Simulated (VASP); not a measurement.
A run of VASP 6.6.1 is set up as follows.

Contents of INCAR:

```
SYSTEM = InF7
PREC = Accurate
ENCUT = 600
EDIFF = 1E-7
ISMEAR = 0
SIGMA = 0.1
LREAL = .FALSE.
LASPH = .TRUE.
NELM = 100
ALGO = Normal
ISIF = 3
LWAVE = .FALSE.
LCHARG = .FALSE.
GGA = PE
IBRION = 2
NSW = 90
EDIFFG = -0.04
```

KPOINTS

```
regular mesh
0
G
  4 4 4
  0 0 0
```

The input POSCAR:

```
InF7
1.0
    0.0000000000      3.6983902800      3.6983902800
    3.6983902800      0.0000000000      3.6983902800
    3.6983902800      3.6983902800      0.0000000000
In F
1 7
Direct
    0.0000000000      0.0000000000      0.0000000000
    0.0000000000      0.0000000000      0.5000000000
    0.5000000000      0.0000000000      0.5000000000
    0.0000000000      0.5000000000      0.5000000000
    0.5000000000      0.5000000000      0.0000000000
    0.0000000000      0.5000000000      0.0000000000
    0.5000000000      0.0000000000      0.0000000000
    0.5000000000      0.5000000000      0.5000000000
```

Potentials or basis: VASP PAW PBE potentials, release 64 (In_d, F).

Command:

```console
$ cat potpaw_PBE.64/In_d/POTCAR potpaw_PBE.64/F/POTCAR > POTCAR
$ mpirun -np 1 vasp_std > vasp.out
```

(1) Estimate the relaxed cell.

(2) What does it give for the band gap on the k mesh?

Results:

(1) a = 4.854 Å, b = 4.854 Å, c = 4.854 Å, α = 60.00°, β = 60.00°, γ = 60.00°.

(2) zero (band 31 reaches 0.85 eV, above the bottom of band 32 at 0.40 eV).

Caveat: the k points lie up to 0.40 Å⁻¹ apart in the final cell; spin-orbit coupling is left out, which moves the levels of the heavy elements.
